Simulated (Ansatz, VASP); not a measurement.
**Ni in VASP and in Ansatz**

File INCAR:

```
SYSTEM = Ni
ALGO = Normal
EDIFF = 1E-6
ENCUT = 520
GGA = RE
ISIF = 2
ISMEAR = -1
ISPIN = 2
LASPH = .True.
LCHARG = .False.
LMAXMIX = 4
LORBIT = 11
LREAL = .False.
LWAVE = .False.
MAGMOM = -0.696 -0.696 -0.705 -0.705
NBANDS = 32
NELM = 150
PREC = Accurate
SIGMA = 0.05
```

Contents of KPOINTS:

```
k-points
0
Gamma
  16 16 5
  0 0 0
```

The input POSCAR:

```
Ni
1.0
    2.6019766258      0.0000000000      0.0000000000
   -1.3009883129      2.2533778580      0.0000000000
    0.0000000000      0.0000000000      8.5166007848
Ni
4
Direct
    0.0000000000      0.0000000000      1.0000000000
    0.0000000000      0.0000000000      0.5000000000
    0.3333333333      0.6666666667      0.2500000000
    0.6666666667      0.3333333333      0.7500000000
```

Input for Ansatz:

```yaml
crystal:
  lattice:
    - [2.6019766258, 0.0, 0.0]
    - [-1.3009883129, 2.253377858, 0.0]
    - [0.0, 0.0, 8.5166007848]
  atoms:
    - { symbol: Ni, position: [0.0, 0.0, 1.0], spin: -0.696 }
    - { symbol: Ni, position: [0.0, 0.0, 0.5], spin: -0.696 }
    - { symbol: Ni, position: [0.3333333333, 0.6666666667, 0.25], spin: -0.705 }
    - { symbol: Ni, position: [0.6666666667, 0.3333333333, 0.75], spin: -0.705 }
hamiltonian:
  xc: revpbe
  pseudopotentials:
    kind: paw
    azcp:
      Ni: "pseudopotentials/Ni.paw.azcp"
basis:
  ecutwfc: 420
  fft_grid_basis: typed
kpoints:
  mp_grid: { grid: [16, 16, 5], shift: [0, 0, 0] }
magnetization:
  spin_polarized: true
scf:
  occupations: { method: fermi_dirac, width: 0.05 }
  lower_state_search: "off"
output:
  stress: true
```

Alike in both runs: task single point; functional revPBE; k mesh 16 × 16 × 5; occupations fermi-dirac, width 0.05 eV; collinear spin.

|  | VASP | Ansatz |
| --- | --- | --- |
| version | VASP 6.6.1 | Ansatz 0.2.0 |
| potentials or method | VASP PAW PBE potentials, release 64 (Ni), cutoff 520 eV | plane waves (420 eV) with PAW, scalar-relativistic |
| valence electrons in the cell | 40 | 72 |

Ansatz gave:

```
pressure (GPa)                                                : -15.7
net moment per atom (μB)                                      : 0.70
size of the moment on the site where the two differ most (μB) : 0.75
```

Question: Which values does VASP return?

Answer: Pressure (GPa): -15.4; net moment per atom (μB): 0.68; size of the moment on the site where the two differ most (μB): 0.70.

VASP's potentials were made for PBE, not for revPBE. Site moments also hang on the region over which each program counts them. With one functional, cell and mesh, what is left measures potentials, basis and numerics. VASP's potentials hold 40 valence electrons a cell and Ansatz's 72, so a difference there can come from the potentials and not from the codes.
